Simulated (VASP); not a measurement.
# NbAs (I4_1md) in VASP: notebook

The runs below take NbAs through single point, with BLYP+D3(BJ), PBE.

Program: VASP 6.6.1. These are calculated values, not measurements. Logs are shortened: lines on timing, memory, paths and dates and some standing lists are left out, and cuts for length are marked.

### 1 The cell of the first run

Symmetry: I4_1md, No. 109, tetragonal system. Conventional cell: a = 3.437 Å, b = 3.437 Å, c = 11.589 Å, α = 90.00°, β = 90.00°, γ = 90.00°. Within 3.5 Å of Nb (site symmetry 2mm) lie 6 As at 2.60 to 2.61 Å and 8 Nb at 3.37 to 3.44 Å. As (site symmetry 2mm) has 6 Nb at 2.60 to 2.61 Å and 8 As at 3.37 to 3.44 Å within 3.5 Å.

### 2 Single point, BLYP+D3(BJ)

File INCAR:

```
PREC     = Accurate       # precision mode
ENCUT    = 520            # plane-wave cutoff, eV
EDIFF    = 1E-6           # SCF threshold, eV
ISMEAR   = -1             # smearing method
SIGMA    = 0.05           # smearing width, eV
LREAL    = F              # projectors in reciprocal space
LASPH    = T              # aspherical terms in the spheres
NELM     = 100            # most SCF steps
ALGO     = Normal         # electronic algorithm
ISIF     = 2              # what is computed and relaxed
LWAVE    = F              # write WAVECAR
LCHARG   = F              # write CHGCAR
GGA      = B5             # functional
ALDAX    = 1.0          
AGGAX    = 1.0          
AGGAC    = 1.0          
ALDAC    = 0.0          
IVDW     = 12             # dispersion correction
VDW_S6   = 1.0          
VDW_S8   = 2.6996       
VDW_A1   = 0.4298       
VDW_A2   = 4.2359       
NBANDS   = 26             # bands
```

File KPOINTS:

```
Automatic mesh
0
Gamma
  11 11 11
```

File POSCAR:

```
NbAs
1.0
   -1.7185138144      1.7185138144      5.7946711706
    1.7185138144     -1.7185138144      5.7946711706
    1.7185138144      1.7185138144     -5.7946711706
Nb As
2 2
Direct
    0.4987529692     -0.0012470308      0.5000000000
    0.7487529692      0.7487529692      0.0000000000
    0.9172470308      0.4172470308      0.5000000000
    0.1672470308      0.1672470308      0.0000000000
```

Potentials or basis: VASP PAW PBE potentials, release 64 (Nb_sv, As).

The run is started by

```console
> cat potpaw_PBE.64/Nb_sv/POTCAR potpaw_PBE.64/As/POTCAR > POTCAR
> mpirun -np 1 vasp_std > vasp.out
```

OUTCAR:

```text
PREC = Accurate
   ENCUT = 520
   EDIFF = 1E-6
   ISMEAR = -1
   LREAL = F
   LASPH = T
   NELM = 100
   ISIF = 2
   GGA = B5
   IVDW = 12
 IVDW          = 12

 ion  position               nearest neighbor table
   1  0.499  0.999  0.500-   4 2.60   4 2.60   3 2.61   3 2.61   3 2.61   3 2.61
   2  0.749  0.749  0.000-   3 2.60   3 2.60   4 2.61   4 2.61   4 2.61   4 2.61
   3  0.917  0.417  0.500-   2 2.60   2 2.60   1 2.61   1 2.61   1 2.61   1 2.61
   4  0.167  0.167  0.000-   1 2.60   1 2.60   2 2.61   2 2.61   2 2.61   2 2.61

  LATTYP: Found a body centered tetragonal cell.
 ALAT       =     3.4370276288
 C/A-ratio  =     3.3719084025

  Lattice vectors:

 A1 = (  -1.7185138144,   1.7185138144,   5.7946711706)
 A2 = (   1.7185138144,  -1.7185138144,   5.7946711706)
 A3 = (   1.7185138144,   1.7185138144,  -5.7946711706)

Analysis of symmetry for initial positions (statically):
=====================================================================
 Subroutine PRICEL returns:
 Original cell was already a primitive cell.

 Routine SETGRP: Setting up the symmetry group for a
 body centered tetragonal supercell.

 Subroutine GETGRP returns: Found  8 space group operations
 (whereof  4 operations were pure point group operations)
 out of a pool of 16 trial point group operations.

The static configuration has the point symmetry C_2v.
 The point group associated with its full space group is C_4v.

Analysis of symmetry for dynamics (positions and initial velocities):
=====================================================================
 Subroutine PRICEL returns:
 Original cell was already a primitive cell.

 Routine SETGRP: Setting up the symmetry group for a
 body centered tetragonal supercell.

 Subroutine GETGRP returns: Found  8 space group operations
 (whereof  4 operations were pure point group operations)
 out of a pool of 16 trial point group operations.

The dynamic configuration has the point symmetry C_2v.
 The point group associated with its full space group is C_4v.

 Subroutine INISYM returns: Found  8 space group operations
 (whereof  4 operations are pure point group operations),
 and found     1 'primitive' translations

----------------------------------------------------------------------------------------

                                     Primitive cell

  volume of cell :      68.4534

  direct lattice vectors                    reciprocal lattice vectors
    -1.718513814  1.718513814  5.794671171     0.000000000  0.290949072  0.086286173
     1.718513814 -1.718513814  5.794671171     0.290949072  0.000000000  0.086286173
     1.718513814  1.718513814 -5.794671171     0.290949072  0.290949072  0.000000000

  length of vectors
     6.283692659  6.283692659  6.283692659     0.303474326  0.303474326  0.411464124

  position of ions in fractional coordinates (direct lattice)
     0.498752969  0.998752969  0.500000000
     0.748752969  0.748752969  0.000000000
     0.917247031  0.417247031  0.500000000
     0.167247031  0.167247031  0.000000000

  ion indices of the primitive-cell ions
   primitive index   ion index
                 1           1
                 2           2
                 3           3
                 4           4

----------------------------------------------------------------------------------------

 KPOINTS: Automatic mesh

Automatic generation of k-mesh.
 Grid dimensions read from file:
 generate k-points for:   11   11   11

 Generating k-lattice:

  Cartesian coordinates                     Fractional coordinates (reciprocal lattice)
     0.000000000  0.026449916  0.007844198     0.090909091  0.000000000  0.000000000
     0.026449916  0.000000000  0.007844198     0.000000000  0.090909091  0.000000000
     0.026449916  0.026449916  0.000000000     0.000000000  0.000000000  0.090909091

  Length of vectors
     0.027588575  0.027588575  0.037405829

  Shift w.r.t. Gamma in fractional coordinates (k-lattice)
     0.000000000  0.000000000  0.000000000

 Subroutine IBZKPT returns following result:
 ===========================================

 Found    126 irreducible k-points:

 Following reciprocal coordinates:
            Coordinates               Weight
  0.000000  0.000000  0.000000      1.000000
  0.090909 -0.000000  0.000000      8.000000
  0.181818  0.000000 -0.000000      8.000000
  0.272727  0.000000 -0.000000      8.000000
  0.363636 -0.000000  0.000000      8.000000
  0.454545  0.000000  0.000000      8.000000
[... 16 lines left out ...]
 -0.272727  0.181818  0.000000     16.000000
 -0.181818  0.181818  0.000000      4.000000
 [... further k-points ...]
   k-points           NKPTS =    126   k-points in BZ     NKDIM =    126   number of bands    NBANDS=     26
   number of dos      NEDOS =    301   number of ions     NIONS =      4
   total plane-waves  NPLWV = 110592
   dimension x,y,z NGX =    48 NGY =   48 NGZ =   48
   dimension x,y,z NGXF=    96 NGYF=   96 NGZF=   96
   ions per type =               2   2
   NGX,Y,Z   is equivalent  to a cutoff of  12.70, 12.70, 12.70 a.u.
   NGXF,Y,Z  is equivalent  to a cutoff of  25.40, 25.40, 25.40 a.u.
 SYSTEM =  unknown system
   PREC   = accura    normal or accurate (medium, high low for compatibility)
   ISTART =      0    job   : 0-new  1-cont  2-samecut
   ICHARG =      2    charge: 1-file 2-atom 10-const
   ISPIN  =      1    spin polarized calculation?
   LNONCOLLINEAR =      F non collinear calculations
   LSORBIT =      F    spin-orbit coupling
   LASPH  =      T    aspherical Exc in radial PAW
   ENCUT  =  520.0 eV  38.22 Ry    6.18 a.u.  11.68 11.68 11.68*2*pi/ulx,y,z
   NELM   =    100;   NELMIN=  2; NELMDL= -5     # of ELM steps
   EDIFF  = 0.1E-05   stopping-criterion for ELM
   LREAL  =      F    real-space projection
   EDIFFG = 0.1E-04   stopping-criterion for IOM
   NSW    =      0    number of steps for IOM
   IBRION =     -1    ionic relax: 0-MD 1-quasi-New 2-CG
   NFREE  =      0    steps in history (QN), initial steepest desc. (CG)
   ISIF   =      2    stress and relaxation
   ISYM   =      2    0-nonsym 1-usesym 2-fastsym
   POTIM  = 0.5000    time-step for ionic-motion
   TEBEG  =    0.0;   TEEND  =   0.0 temperature during run
   PSTRESS=    0.0 pullay stress
   NELECT =      36.0000    total number of electrons
   NUPDOWN=      -1.0000    fix difference up-down
   EMIN   =  10.00;   EMAX   =-10.00  energy-range for DOS
   EFERMI =   0.00;   METHOD = LEGACY
   ISMEAR =    -1;   SIGMA  =   0.05  broadening in eV -4-tet -1-fermi 0-gaus
   EFERMI_NEDOS =   21; number of points for ismear=-14 and -15
   IALGO  =     38    algorithm
   IMIX   =      4    mixing-type and parameters
     AMIX     =   0.40;   BMIX     =  1.00
     AMIX_MAG =   1.60;   BMIX_MAG =  1.00
  volume/ion in A,a.u.               =      17.11       115.49
  Fermi-wavevector in a.u.,A,eV,Ry     =   1.321430  2.497140 23.758172  1.746176
  Thomas-Fermi vector in A             =   2.451184
   LORBIT       =      0    0 simple, 1 ext, 2 COOP (PROOUT), +10 PAW based schemes
   GGA     = B5    functional components
   LHFCALC =     F    Hartree Fock is set to
   AEXX    =    0.0000 exact exchange contribution
   IVDW    =    12    specifies the selected vdW correction
   LEPSILON=     F    determine dielectric tensor
   LRPA    =     F    only Hartree local field effects (RPA)
 non-spin polarized calculation
  energy-cutoff  :      520.00
  volume of cell :       68.45
 maximum number of plane-waves:      1861
   NGX = 23   NGY = 23   NGZ = 23

 number of electron      36.0000001 magnetization

 Free energy of the ion-electron system (eV)
  ---------------------------------------------------
  ext. energy  EPLUGINS =         0.00000000
  ---------------------------------------------------
  free energy    TOTEN  =       -27.73035276 eV

  energy without entropy =      -27.72437642  energy(sigma->0) =      -27.72736459

 E-fermi :  10.3472     XC(G=0): -11.2603

 val. band max:       10.3300075094   @ k =  -0.1818  -0.4545   0.1818
 cond. band min:      10.3905916485   @ k =  -0.1818   0.2727   0.1818
 fundamental gap:      0.0605841391
 Fermi energy:        10.3472145659

 k-point     1 :       0.0000    0.0000    0.0000
  band No.  band energies     occupation
      1     -44.6189      2.00000
      2     -44.5873      2.00000
      3     -20.9598      2.00000
      4     -20.8481      2.00000
      5     -20.8481      2.00000
      6     -20.6884      2.00000
[... 18 lines left out ...]
     25      14.3045      0.00000
     26      14.3046      0.00000

 k-point     2 :       0.0909   -0.0000    0.0000
  band No.  band energies     occupation
      1     -44.6174      2.00000
      2     -44.5868      2.00000
      3     -20.9540      2.00000
      4     -20.8648      2.00000
      5     -20.8465      2.00000
      6     -20.7053      2.00000
[... 18 lines left out ...]
     25      14.5133      0.00000
     26      14.6474      0.00000

 k-point     3 :       0.1818    0.0000   -0.0000
  band No.  band energies     occupation
      1     -44.6133      2.00000
      2     -44.5855      2.00000
      3     -20.9474      2.00000
      4     -20.8999      2.00000
      5     -20.8421      2.00000
      6     -20.7480      2.00000
[... 18 lines left out ...]
     25      14.7664      0.00000
     26      15.4212      0.00000

 k-point     4 :       0.2727    0.0000   -0.0000
  band No.  band energies     occupation
      1     -44.6077      2.00000
      2     -44.5840      2.00000
      3     -20.9885      2.00000
      4     -20.8960      2.00000
      5     -20.8363      2.00000
      6     -20.7985      2.00000
[... 18 lines left out ...]
     25      14.8126      0.00000
     26      16.1794      0.00000

 k-point     5 :       0.3636   -0.0000    0.0000
  band No.  band energies     occupation
      1     -44.6022      2.00000
      2     -44.5830      2.00000
      3     -21.0425      2.00000
      4     -20.8895      2.00000
      5     -20.8310      2.00000
      6     -20.8256      2.00000
[... 18 lines left out ...]
     25      14.8927      0.00000
     26      16.5805      0.00000

 k-point     6 :       0.4545    0.0000    0.0000
  band No.  band energies     occupation
      1     -44.5986      2.00000
      2     -44.5826      2.00000
      3     -21.0753      2.00000
      4     -20.9039      2.00000
      5     -20.8278      2.00000
      6     -20.8185      2.00000
[... 427 lines left out ...]
 k-point    21 :      -0.4545    0.1818    0.0000
  band No.  band energies     occupation
      1     -44.5942      2.00000
      2     -44.5796      2.00000
      3     -21.0633      2.00000
      4     -20.9041      2.00000
      5     -20.8782      2.00000
      6     -20.8094      2.00000
[... 18 lines left out ...]
     25      14.6404      0.00000
     26      16.4598      0.00000

 k-point    22 :      -0.3636    0.1818    0.0000
  band No.  band energies     occupation
      1     -44.5983      2.00000
      2     -44.5794      2.00000
      3     -21.0308      2.00000
      4     -20.9051      2.00000
      5     -20.8650      2.00000
      6     -20.8222      2.00000
[... 18 lines left out ...]
     25      14.6808      0.00000
     26      16.3734      0.00000

 k-point    23 :      -0.2727    0.1818    0.0000
  band No.  band energies     occupation
      1     -44.6037      2.00000
      2     -44.5805      2.00000
      3     -20.9780      2.00000
      4     -20.9144      2.00000
      5     -20.8694      2.00000
      6     -20.7932      2.00000
[... 18 lines left out ...]
     25      14.6275      0.00000
     26      15.9501      0.00000

 k-point    24 :      -0.1818    0.1818    0.0000
  band No.  band energies     occupation
      1     -44.6089      2.00000
      2     -44.5825      2.00000
      3     -20.9410      2.00000
      4     -20.9107      2.00000
      5     -20.8783      2.00000
      6     -20.7474      2.00000
[... 18 lines left out ...]
     25      14.1756      0.00000
     26      15.5991      0.00000

 [... further k-points ...]

------------------------ aborting loop because EDIFF is reached ----------------------------------------

 Edisp (eV)   -6.02461

 E8    (eV) :    -4.5243

  FORCE on cell =-STRESS in cart. coord.  units (eV):
  Direction    XX          YY          ZZ          XY          YZ          ZX
  --------------------------------------------------------------------------------------
  -------------------------------------------------------------------------------------
  Total       0.24615     0.24615     0.18585     0.00000     0.00000     0.00000
  in kB       5.76122     5.76122     4.35001     0.00000     0.00000     0.00000
  external pressure =        5.29 kB  Pullay stress =        0.00 kB

 VOLUME and BASIS-vectors are now :
 -----------------------------------------------------------------------------
  energy-cutoff  :      520.00
  volume of cell :       68.45
      direct lattice vectors                 reciprocal lattice vectors
    -1.718513814  1.718513814  5.794671171     0.000000000  0.290949072  0.086286173
     1.718513814 -1.718513814  5.794671171     0.290949072  0.000000000  0.086286173
     1.718513814  1.718513814 -5.794671171     0.290949072  0.290949072  0.000000000

 POSITION                                       TOTAL-FORCE (eV/Angst)
 -----------------------------------------------------------------------------------
      1.71851     -0.00000      5.78022         0.000000      0.000000     -0.003717
      0.00000      0.00000      8.67755        -0.000000     -0.000000     -0.003717
      0.00000      1.71851      4.83562        -0.000000      0.000000      0.003717
      0.00000      0.00000      1.93828         0.000000     -0.000000      0.003717
 -----------------------------------------------------------------------------------
    total drift:                                0.000000      0.000000     -0.000339

  FREE ENERGIE OF THE ION-ELECTRON SYSTEM (eV)
  ---------------------------------------------------
  free  energy   TOTEN  =       -33.7549594460 eV

  energy  without entropy=      -33.7489831090  energy(sigma->0) =      -33.75197128
```

Run time: 14 min. Hardware: 1 thread of Intel Xeon 8259CL, shared host; peak memory 0.46 GiB.

What came out:

```yaml
Free_energy: -33.7550 eV
Pressure: 0.5 GPa
Largest_force: 0.004 eV/Å
Band_gap_on_the_k_mesh: 0.06 eV
Dispersion_energy_per_atom: -1.506 eV
```

Forces on the atoms (eV/Å):
```
Nb   0.000  0.000 -0.004
Nb   0.000  0.000 -0.004
As   0.000  0.000  0.004
As   0.000  0.000  0.004
```

Caveat: the PAW data sets were made with another functional, which shifts forces and pressure a little; an odd mesh through Γ misses points on the zone boundary, where band edges can lie.

[end of part 1 of 2]
